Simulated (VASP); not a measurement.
# AlGa3N4 (Pm) in VASP: further runs

Runs on AlGa3N4. Level: r2SCAN. Tasks: single point.

All numbers are computed with VASP 6.6.1; they aren't measurements. Logs are shortened: lines on timing, memory, paths and dates and some standing lists are left out, and cuts for length are marked.

## (1) The cell of the first run

Symmetry: Pm, No. 6, monoclinic system. Conventional cell: a = 5.139 Å, b = 3.163 Å, c = 5.477 Å, α = 90.00°, β = 90.04°, γ = 90.00°. Al (site symmetry m) has 4 N at 1.81 to 1.97 Å within 2.4 Å. Ga (site symmetry m) has 4 N at 1.87 to 1.99 Å within 2.5 Å. Within 2.5 Å of Ga (site symmetry m) lie 4 N at 1.88 to 2.00 Å. Within 2.5 Å of Ga (site symmetry m) lie 4 N at 1.87 to 2.04 Å. Within 2.5 Å of N (site symmetry m) lie 3 Ga at 1.87 to 1.95 Å and 1 Al at 1.97 Å. Within 2.5 Å of N (site symmetry m) lie 2 Ga at 1.88 to 2.04 Å and 2 Al at 1.90 Å. Within 2.5 Å of N (site symmetry m) lie 4 Ga at 1.87 to 1.99 Å. Within 2.4 Å of N (site symmetry m) lie 1 Al at 1.81 Å and 3 Ga at 1.92 to 2.00 Å.

## (2) Single point, r2SCAN

File POSCAR:

```
AlGa3N4
1.0
    5.1389202027      0.0000000000      0.0000171871
    0.0000000000      3.1634143065      0.0000000000
   -0.0036943801      0.0000000000      5.4769945785
Al Ga N
1 3 4
Direct
    0.0005828856      0.5000000000      0.6672982355
    0.4991712867      0.5000000000      0.3350606990
    0.4992511921      0.0000000000      0.8314570702
    0.9998609978      0.0000000000      0.1661913850
    0.1352453997      0.5000000000      0.3299955451
    0.1331633990      0.0000000000      0.8153255484
    0.6360719053      0.0000000000      0.1555882252
    0.6475823678      0.5000000000      0.6566623355
```

File INCAR.step1:

```
SYSTEM = AlGa3N4
  PREC = Accurate
  ENCUT = 520
  ISMEAR = 0
  SIGMA = 0.05
  LREAL = .False.
  LASPH = .True.
  NELM = 100
  NBANDS = 41
  GGA = PE
  ALGO = Normal
  EDIFF = 1E-4
  LWAVE = .True.
  LCHARG = .False.
```

File INCAR.step2:

```
SYSTEM = AlGa3N4
  PREC = Accurate
  ENCUT = 520
  EDIFF = 1E-6
  ISMEAR = 0
  SIGMA = 0.05
  LREAL = .False.
  LASPH = .True.
  NELM = 100
  ALGO = Normal
  ISIF = 2
  LWAVE = .False.
  LCHARG = .False.
  METAGGA = R2SCAN
  LMIXTAU = .True.
  NBANDS = 41
  ISTART = 1
```

File KPOINTS:

```
regular mesh
0
Gamma
  6 8 4
  0 0 0
```

Potentials or basis: VASP PAW PBE potentials, release 64 (Al, Ga_d, N).

Command:

```bash
> cat potpaw_PBE.64/Al/POTCAR potpaw_PBE.64/Ga_d/POTCAR potpaw_PBE.64/N/POTCAR > POTCAR
> cp INCAR.step1 INCAR
> mpirun -np 1 vasp_std > vasp.out
> cp INCAR.step2 INCAR
> mpirun -np 1 vasp_std > vasp.out
```

OUTCAR:

```text
SYSTEM = AlGa3N4
   PREC = Accurate
   ENCUT = 520
   EDIFF = 1E-6
   ISMEAR = 0
   LREAL = .False.
   LASPH = .True.
   NELM = 100
   ISIF = 2
   METAGGA = R2SCAN
   ISTART = 1

 ion  position               nearest neighbor table
   1  0.001  0.500  0.667-   8 1.81   6 1.90   6 1.90   5 1.97   3 3.14   3 3.14
   2  0.499  0.500  0.335-   5 1.87   8 1.92   7 1.99   7 1.99
   3  0.499  0.000  0.831-   6 1.88   7 1.91   8 2.00   8 2.00   1 3.14   1 3.14
   4  1.000  0.000  0.166-   7 1.87   5 1.95   5 1.95   6 2.04
   5  0.135  0.500  0.330-   2 1.87   4 1.95   4 1.95   1 1.97
   6  0.133  0.000  0.815-   3 1.88   1 1.90   1 1.90   4 2.04
   7  0.636  0.000  0.156-   4 1.87   3 1.91   2 1.99   2 1.99
   8  0.648  0.500  0.657-   1 1.81   2 1.92   3 2.00   3 2.00

  LATTYP: Found a simple monoclinic cell.
 ALAT       =     5.1389202027
 B/A-ratio  =     0.6155795735
 C/A-ratio  =     1.0657872877
 COS(beta)  =    -0.0006711822

  Lattice vectors:

 A1 = (   5.1389202027,   0.0000000000,   0.0000171871)
 A2 = (   0.0000000000,   3.1634143065,   0.0000000000)
 A3 = (  -0.0036943801,   0.0000000000,   5.4769945785)

Analysis of symmetry for initial positions (statically):
=====================================================================
 Subroutine PRICEL returns:
 Original cell was already a primitive cell.

 Routine SETGRP: Setting up the symmetry group for a
 simple monoclinic supercell.

 Subroutine GETGRP returns: Found  2 space group operations
 (whereof  2 operations were pure point group operations)
 out of a pool of  4 trial point group operations.

The static configuration has the point symmetry C_1h.

Analysis of symmetry for dynamics (positions and initial velocities):
=====================================================================
 Subroutine PRICEL returns:
 Original cell was already a primitive cell.

 Routine SETGRP: Setting up the symmetry group for a
 simple monoclinic supercell.

 Subroutine GETGRP returns: Found  2 space group operations
 (whereof  2 operations were pure point group operations)
 out of a pool of  4 trial point group operations.

The dynamic configuration has the point symmetry C_1h.

 Subroutine INISYM returns: Found  2 space group operations
 (whereof  2 operations are pure point group operations),
 and found     1 'primitive' translations

----------------------------------------------------------------------------------------

                                     Primitive cell

  volume of cell :      89.0369

  direct lattice vectors                    reciprocal lattice vectors
     5.138920203  0.000000000  0.000017187     0.194593408  0.000000000  0.000131258
     0.000000000  3.163414306  0.000000000     0.000000000  0.316114142  0.000000000
    -0.003694380  0.000000000  5.476994579    -0.000000611  0.000000000  0.182581886

  length of vectors
     5.138920203  3.163414306  5.476995824     0.194593453  0.316114142  0.182581886

  position of ions in fractional coordinates (direct lattice)
     0.000582886  0.500000000  0.667298235
     0.499171287  0.500000000  0.335060699
     0.499251192  0.000000000  0.831457070
     0.999860998  0.000000000  0.166191385
     0.135245400  0.500000000  0.329995545
     0.133163399  0.000000000  0.815325548
     0.636071905  0.000000000  0.155588225
     0.647582368  0.500000000  0.656662336

  ion indices of the primitive-cell ions
   primitive index   ion index
                 1           1
                 2           2
                 3           3
                 4           4
                 5           5
                 6           6
                 7           7
                 8           8

----------------------------------------------------------------------------------------

 KPOINTS: regular mesh

Automatic generation of k-mesh.
 Grid dimensions read from file:
 generate k-points for:    6    8    4

 Generating k-lattice:

  Cartesian coordinates                     Fractional coordinates (reciprocal lattice)
     0.032432235  0.000000000  0.000021876     0.166666667  0.000000000 -0.000000000
     0.000000000  0.039514268  0.000000000     0.000000000  0.125000000  0.000000000
    -0.000000153  0.000000000  0.045645471    -0.000000000  0.000000000  0.250000000

  Length of vectors
     0.032432242  0.039514268  0.045645471

  Shift w.r.t. Gamma in fractional coordinates (k-lattice)
     0.000000000  0.000000000  0.000000000

 Subroutine IBZKPT returns following result:
 ===========================================

 Found     70 irreducible k-points:

 Following reciprocal coordinates:
            Coordinates               Weight
  0.000000  0.000000  0.000000      1.000000
  0.166667  0.000000  0.000000      2.000000
  0.333333  0.000000  0.000000      2.000000
  0.500000  0.000000  0.000000      1.000000
  0.000000  0.125000  0.000000      2.000000
  0.166667  0.125000  0.000000      4.000000
[... 16 lines left out ...]
  0.333333  0.000000  0.250000      2.000000
  0.500000  0.000000  0.250000      2.000000
 [... further k-points ...]
   k-points           NKPTS =     70   k-points in BZ     NKDIM =     70   number of bands    NBANDS=     41
   number of dos      NEDOS =    301   number of ions     NIONS =      8
   total plane-waves  NPLWV =  40320
   dimension x,y,z NGX =    40 NGY =   24 NGZ =   42
   dimension x,y,z NGXF=    80 NGYF=   48 NGZF=   84
   ions per type =               1   3   4
   NGX,Y,Z   is equivalent  to a cutoff of  12.94, 12.61, 12.75 a.u.
   NGXF,Y,Z  is equivalent  to a cutoff of  25.88, 25.23, 25.50 a.u.
 SYSTEM =  AlGa3N4
   PREC   = accura    normal or accurate (medium, high low for compatibility)
   ISTART =      1    job   : 0-new  1-cont  2-samecut
   ICHARG =      0    charge: 1-file 2-atom 10-const
   ISPIN  =      1    spin polarized calculation?
   LNONCOLLINEAR =      F non collinear calculations
   LSORBIT =      F    spin-orbit coupling
   LASPH  =      T    aspherical Exc in radial PAW
   ENCUT  =  520.0 eV  38.22 Ry    6.18 a.u.   9.55  5.88 10.18*2*pi/ulx,y,z
   NELM   =    100;   NELMIN=  2; NELMDL=  0     # of ELM steps
   EDIFF  = 0.1E-05   stopping-criterion for ELM
   LREAL  =      F    real-space projection
   EDIFFG = 0.1E-04   stopping-criterion for IOM
   NSW    =      0    number of steps for IOM
   IBRION =     -1    ionic relax: 0-MD 1-quasi-New 2-CG
   NFREE  =      0    steps in history (QN), initial steepest desc. (CG)
   ISIF   =      2    stress and relaxation
   ISYM   =      2    0-nonsym 1-usesym 2-fastsym
   POTIM  = 0.5000    time-step for ionic-motion
   TEBEG  =    0.0;   TEEND  =   0.0 temperature during run
   PSTRESS=    0.0 pullay stress
   NELECT =      62.0000    total number of electrons
   NUPDOWN=      -1.0000    fix difference up-down
   EMIN   =  10.00;   EMAX   =-10.00  energy-range for DOS
   EFERMI =   0.00;   METHOD = LEGACY
   ISMEAR =     0;   SIGMA  =   0.05  broadening in eV -4-tet -1-fermi 0-gaus
   EFERMI_NEDOS =   21; number of points for ismear=-14 and -15
   IALGO  =     38    algorithm
   IMIX   =      4    mixing-type and parameters
     AMIX     =   0.40;   BMIX     =  1.00
     AMIX_MAG =   1.60;   BMIX_MAG =  1.00
  volume/ion in A,a.u.               =      11.13        75.11
  Fermi-wavevector in a.u.,A,eV,Ry     =   1.451049  2.742084 28.647641  2.105542
  Thomas-Fermi vector in A             =   2.568591
   LORBIT       =      0    0 simple, 1 ext, 2 COOP (PROOUT), +10 PAW based schemes
   METAGGA = R2SCAN    functional components
   LHFCALC =     F    Hartree Fock is set to
   AEXX    =    0.0000 exact exchange contribution
   IVDW    =     0    specifies the selected vdW correction
   LEPSILON=     F    determine dielectric tensor
   LRPA    =     F    only Hartree local field effects (RPA)
 non-spin polarized calculation
 Gauss-broadening in eV      SIGMA  =   0.05
  energy-cutoff  :      520.00
  volume of cell :       89.04
 maximum number of plane-waves:      2414
 NGX is ok and might be reduce to    40
   NGX = 19   NGY = 11   NGZ = 21

 number of electron      61.9999981 magnetization

 Free energy of the ion-electron system (eV)
  ---------------------------------------------------
  ext. energy  EPLUGINS =         0.00000000
  ---------------------------------------------------
  free energy    TOTEN  =       -84.65982428 eV

  energy without entropy =      -84.65982428  energy(sigma->0) =      -84.65982428

 E-fermi :   5.6412     XC(G=0): -12.3723

 val. band max:        5.4234263689   @ k =   0.0000   0.0000   0.0000
 cond. band min:       8.1746151287   @ k =   0.0000   0.0000   0.0000
 fundamental gap:      2.7511887598
 Fermi energy:         5.6412090774

 k-point     1 :       0.0000    0.0000    0.0000
  band No.  band energies     occupation
      1     -11.3514      2.00000
      2     -10.3219      2.00000
      3     -10.1335      2.00000
      4      -9.8208      2.00000
      5      -8.3826      2.00000
      6      -8.3426      2.00000
[... 33 lines left out ...]
     40      16.3760      0.00000
     41      16.4157      0.00000

 k-point     2 :       0.1667    0.0000    0.0000
  band No.  band energies     occupation
      1     -11.2633      2.00000
      2     -10.3383      2.00000
      3     -10.1293      2.00000
      4      -9.8386      2.00000
      5      -8.3760      2.00000
      6      -8.3379      2.00000
[... 33 lines left out ...]
     40      16.3649      0.00000
     41      16.5013      0.00000

 k-point     3 :       0.3333    0.0000    0.0000
  band No.  band energies     occupation
      1     -11.0242      2.00000
      2     -10.4478      2.00000
      3     -10.1071      2.00000
      4      -9.8740      2.00000
      5      -8.3537      2.00000
      6      -8.3265      2.00000
[... 875 lines left out ...]
      2     -10.4161      2.00000
      3     -10.1801      2.00000
      4      -9.9080      2.00000
      5      -8.3396      2.00000
      6      -8.3142      2.00000
[... 33 lines left out ...]
     40      16.4590      0.00000
     41      16.7421      0.00000

 k-point    24 :       0.5000    0.0000    0.2500
  band No.  band energies     occupation
      1     -10.6623      2.00000
      2     -10.5663      2.00000
      3     -10.1406      2.00000
      4      -9.9530      2.00000
      5      -8.3357      2.00000
      6      -8.3146      2.00000
[... 33 lines left out ...]
     40      16.3047      0.00000
     41      16.5832      0.00000

 [... further k-points ...]
[... 5 lines left out ...]
  --------------------------------------------------------------------------------------
  -------------------------------------------------------------------------------------
  Total        5.0616234     -1.2785782     -0.8452190      0.0000000      0.0000000      1.3817807
  in kB       91.0814958    -23.0074043    -15.2093116      0.0000000      0.0000000     24.8644843
  external PRESSURE =      17.6215933 kB  Pullay stress =       0.0000000 kB

 VOLUME and BASIS-vectors are now :
 -----------------------------------------------------------------------------
  energy-cutoff  :      520.00
  volume of cell :       89.04
      direct lattice vectors                 reciprocal lattice vectors
     5.138920203  0.000000000  0.000017187     0.194593408  0.000000000  0.000131258
     0.000000000  3.163414306  0.000000000     0.000000000  0.316114142  0.000000000
    -0.003694380  0.000000000  5.476994579    -0.000000611  0.000000000  0.182581886

 POSITION                                       TOTAL-FORCE (eV/Angst)
 -----------------------------------------------------------------------------------
      0.00053      1.58171      3.65479         1.382746      0.000000     -0.682308
      2.56396      1.58171      1.83513         1.209233      0.000000     -0.679034
      2.56254      0.00000      4.55389         1.101110      0.000000     -0.707511
      5.13759      0.00000      0.91025         1.131982      0.000000     -0.539845
      0.69380      1.58171      1.80739        -1.240605      0.000000      0.722690
      0.68130      0.00000      4.46554        -1.167515      0.000000      0.469953
      3.26815      0.00000      0.85217        -1.187481      0.000000      0.744805
      3.32545      1.58171      3.59655        -1.229471      0.000000      0.671250
 -----------------------------------------------------------------------------------
    total drift:                               -0.038207      0.000000     -0.006696

  FREE ENERGIE OF THE ION-ELECTRON SYSTEM (eV)
  ---------------------------------------------------
  free  energy   TOTEN  =       -84.6598242848 eV

  energy  without entropy=      -84.6598242848  energy(sigma->0) =      -84.65982428
```

It took 15 min on 1 thread of Oxide Virtual Turin-like, shared host; peak memory 0.3 GiB.

Results:

```yaml
Free_energy: -84.6598 eV
Pressure: 1.8 GPa
Largest_force: 1.542 eV/Å
Band_gap_on_the_k_mesh: 2.75 eV
```

Forces in eV/Å, atoms in the order of the input:
```
Al   1.383  0.000 -0.682
Ga   1.209  0.000 -0.679
Ga   1.101  0.000 -0.708
Ga   1.132  0.000 -0.540
N   -1.241  0.000  0.723
N   -1.168  0.000  0.470
N   -1.187  0.000  0.745
N   -1.229  0.000  0.671
```

Stress tensor (GPa, compression positive):
```
 9.11  0.00  2.49
 0.00 -2.30  0.00
 2.49  0.00 -1.52
```

Levels at points of the mesh, in eV from the valence-band top:
```
           k point  band 29  band 30  band 31  band 32  band 33  band 34
(0.00, 0.00, 0.00)    -0.44    -0.06     0.00     2.75     5.26     5.76
(0.50, 0.00, 0.00)    -0.73    -0.51    -0.32     4.85     4.89     5.05
(0.00, 0.50, 0.00)    -2.19    -1.98    -1.95     5.77     5.79     7.45
(0.50, 0.50, 0.00)    -1.75    -1.74    -1.64     6.24     6.37     6.43
(0.00, 0.00, 0.50)    -0.90    -0.62    -0.30     5.03     5.26     6.76
(0.50, 0.00, 0.50)    -1.30    -1.11    -1.09     5.77     5.80     5.96
(0.00, 0.50, 0.50)    -2.50    -0.92    -0.80     5.44     5.66     5.99
(0.50, 0.50, 0.50)    -1.79    -1.75    -1.70     4.78     4.81     4.86
```

Caveat: the cell differs from its parent crystal (all N atoms moved -0.100 Å, as atom 5 towards its neighbour atom 8 (N) at 3.080 Å); the stress differs along the axes, from -2 to 9 GPa; the PAW data sets were made with another functional, which shifts forces and pressure a little.

## (3) Single point, r2SCAN

File POSCAR:

```
AlGa3N4
1.0
    5.1389202027      0.0000000000      0.0000171871
    0.0000000000      3.1634143065      0.0000000000
   -0.0036943801      0.0000000000      5.4769945785
Al Ga N
1 3 4
Direct
    0.0005828856      0.5000000000      0.6672982355
    0.4991712867      0.5000000000      0.3350606990
    0.4992511921      0.0000000000      0.8314570702
    0.9998609978      0.0000000000      0.1661913850
    0.1114968657      0.5000000000      0.3459037786
    0.1094148650      0.0000000000      0.8312337819
    0.6123233713      0.0000000000      0.1714964587
    0.6238338338      0.5000000000      0.6725705690
```

File INCAR.step1:

```
PREC = Accurate ; ENCUT = 520
ISMEAR = 0 ; SIGMA = 0.05
LREAL = False ; LASPH = True
NELM = 100 ; NBANDS = 41
GGA = PE ; ALGO = Normal
EDIFF = 1E-4 ; LWAVE = True
LCHARG = False
```

File INCAR.step2:

```
PREC = Accurate ; ENCUT = 520
EDIFF = 1E-6 ; ISMEAR = 0
SIGMA = 0.05 ; LREAL = False
LASPH = True ; NELM = 100
ALGO = Normal ; ISIF = 2
LWAVE = False ; LCHARG = False
METAGGA = R2SCAN ; LMIXTAU = True
NBANDS = 41 ; ISTART = 1
```

File KPOINTS:

```
regular mesh
0
Gamma
  6 8 4
```

Potentials or basis: VASP PAW PBE potentials, release 64 (Al, Ga_d, N).

Command:

```bash
> cat potpaw_PBE.64/Al/POTCAR potpaw_PBE.64/Ga_d/POTCAR potpaw_PBE.64/N/POTCAR > POTCAR
> cp INCAR.step1 INCAR
> mpirun -np 1 vasp_std > vasp.out
> cp INCAR.step2 INCAR
> mpirun -np 1 vasp_std > vasp.out
```

Run time: 11 min. Hardware: 1 thread of Oxide Virtual Turin-like, shared host; peak memory 0.3 GiB.

The run converged. Its results:

```yaml
Free_energy: -84.8637 eV
Pressure: 1.0 GPa
Largest_force: 0.756 eV/Å
Band_gap_on_the_k_mesh: 2.88 eV
```

Forces on the atoms (eV/Å):
```
Al  -0.551  0.000  0.518
Ga  -0.472  0.000  0.413
Ga  -0.455  0.000  0.427
Ga  -0.426  0.000  0.414
N    0.452  0.000 -0.428
N    0.390  0.000 -0.499
N    0.466  0.000 -0.438
N    0.596  0.000 -0.406
```

Stress tensor (GPa, compression positive):
```
-1.91  0.00 -1.16
 0.00  2.48  0.00
-1.16  0.00  2.58
```

Levels at points of the mesh, in eV from the valence-band top:
```tsv
k point	band 27	band 28	band 29	band 30	band 31	band 32	band 33	band 34	band 35	band 36
(0.00, 0.00, 0.00)	-1.13	-0.93	-0.07	-0.07	0.00	2.88	5.21	5.82	6.38	7.10
(0.50, 0.00, 0.00)	-1.61	-0.87	-0.69	-0.46	-0.33	5.00	5.12	5.16	5.69	8.42
(0.00, 0.50, 0.00)	-3.59	-2.24	-2.21	-1.78	-1.70	6.32	6.38	7.53	7.76	8.46
(0.50, 0.50, 0.00)	-3.37	-1.74	-1.43	-1.38	-1.37	6.35	6.49	6.66	6.98	8.61
(0.00, 0.00, 0.50)	-1.88	-0.73	-0.70	-0.49	-0.42	5.12	5.30	6.74	7.16	8.16
(0.50, 0.00, 0.50)	-1.84	-1.66	-1.27	-1.26	-1.13	5.92	6.03	6.14	6.51	8.14
(0.00, 0.50, 0.50)	-2.71	-2.11	-2.05	-1.13	-0.99	5.46	5.83	6.25	6.35	6.65
(0.50, 0.50, 0.50)	-1.92	-1.90	-1.73	-1.62	-1.58	4.98	5.07	5.11	5.52	7.81
```

Caveat: the cell differs from its parent crystal (all N atoms moved +0.050 Å, as atom 5 towards its neighbour atom 8 (N) at 3.080 Å); the PAW data sets were made with another functional, which shifts forces and pressure a little.
